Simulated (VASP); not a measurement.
Set up this calculation in VASP 6.6.1, as the native input.

| Quantity | Value |
| --- | --- |
| Task | relaxation of cell and atoms |
| Functional | PBE |
| Potentials or basis | VASP PAW PBE potentials, release 64 (Rb_sv, Sr_sv) |
| Cutoff | 600 eV |
| k mesh | 12 × 12 × 8 |
| Occupations | gaussian, width 0.1 eV |
| Spin | no spin polarisation |
| Dipole correction | no |
| Further INCAR settings | ALGO = Fast; EDIFF = 1e-06; IBRION = 2; EDIFFG = -0.01; NSW = 100; ISIF = 3 |

The structure of RbSr lies in POSCAR:

```
RbSr
1.0
    4.3275029730      0.0000000000      0.0000000000
   -2.1637514865      3.7477275096      0.0000000000
    0.0000000000      0.0000000000      8.5294261482
Rb Sr
1 1
Direct
    0.0000000000      0.0000000000      0.0000000000
    0.0000000000      0.0000000000      0.5000000000
```

The cell was generated, and may not be a known phase.

These files were run (other wordings do the same):

INCAR

```
SYSTEM = RbSr
PREC = Accurate ; ENCUT = 600
EDIFF = 1E-6 ; ISMEAR = 0
SIGMA = 0.1 ; LREAL = .False.
LASPH = .True. ; NELM = 60
ALGO = Fast ; ISIF = 3
LWAVE = .False. ; LCHARG = .False.
GGA = PE ; IBRION = 2
NSW = 100 ; EDIFFG = -0.01
```

KPOINTS

```
Automatic mesh
0
Gamma
  12 12 8
  0 0 0
```

Potentials or basis: VASP PAW PBE potentials, release 64 (Rb_sv, Sr_sv).

Command:

```sh
$ cat potpaw_PBE.64/Rb_sv/POTCAR potpaw_PBE.64/Sr_sv/POTCAR > POTCAR
$ mpirun -np 1 vasp_std > vasp.out
```

It gave:

```json
{
 "Relaxed volume": "71.28 Å³/atom",
 "Relaxed cell": "a = 4.369 Å, b = 4.369 Å, c = 8.622 Å, α = 90.00°, β = 90.00°, γ = 120.00°",
 "Space group after relaxing (to 0.1 Å)": "P6/mmm (No. 191)",
 "Energy gained by relaxing": "1.2 meV/atom",
 "Ionic steps": "10",
 "Pressure after relaxing": "0.0 GPa",
 "Band gap on the k mesh": "zero (an odd number of electrons rules out a gap without spin polarisation)"
}
```

Run time: 11 min on 1 thread of Intel(R) Xeon(R) 6975P-C (Granite Rapids), with other jobs on the host, peak memory 0.51 GiB.
